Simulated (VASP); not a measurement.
Set up this calculation in VASP 6.6.1, as the native input.

```
Task                   : single point
Functional             : PBE
Potentials or basis    : VASP PAW PBE potentials, release 64 (Rb_sv, P)
Cutoff                 : 520 eV
k mesh                 : 8 × 8 × 8
Occupations            : gaussian, width 0.1 eV
Spin                   : no spin polarisation
Dipole correction      : no
Further INCAR settings : ALGO = Normal; EDIFF = 1e-06; NBANDS = 34
```

The structure of RbP3 lies in POSCAR:

```
RbP3
1.0
    5.5864783993      0.0000000000      0.0000000000
    0.0000000000      5.5864783993      0.0000000000
    0.0000000000      0.0000000000      5.5864783993
Rb P
2 6
Direct
    0.0000000000      0.0000000000      0.0000000000
    0.5000000000      0.5000000000      0.5000000000
    0.2500000000      0.0000000000      0.5000000000
    0.5000000000      0.7500000000      0.0000000000
    0.7500000000      0.0000000000      0.5000000000
    0.5000000000      0.2500000000      0.0000000000
    0.0000000000      0.5000000000      0.7500000000
    0.0000000000      0.5000000000      0.2500000000
```

These files were run (other wordings do the same):

INCAR

```
SYSTEM = RbP3
PREC = Accurate ; ENCUT = 520
EDIFF = 1E-6 ; ISMEAR = 0
SIGMA = 0.1 ; LREAL = .False.
LASPH = .True. ; NELM = 100
ALGO = Normal ; ISIF = 2
LWAVE = .False. ; LCHARG = .True.
GGA = PE ; LELF = .True.
LVHAR = .True. ; NBANDS = 34
```

KPOINTS

```
regular mesh
0
Gamma
  8 8 8
  0 0 0
```

Potentials or basis: VASP PAW PBE potentials, release 64 (Rb_sv, P).

Launch:

```sh
$ cat potpaw_PBE.64/Rb_sv/POTCAR potpaw_PBE.64/P/POTCAR > POTCAR
$ mpirun -np 1 vasp_std > vasp.out
```

It gave:

```yaml
Pressure: 0.1 GPa
Band_gap_on_the_k_mesh: zero (band 24 reaches 4.89 eV, above the bottom of band 25 at 4.02 eV)
```

It took 2 min on 1 thread of Intel(R) Xeon(R) Platinum 8375C CPU @ 2.90GHz (Ice Lake) (shared host), peak memory 0.35 GiB.
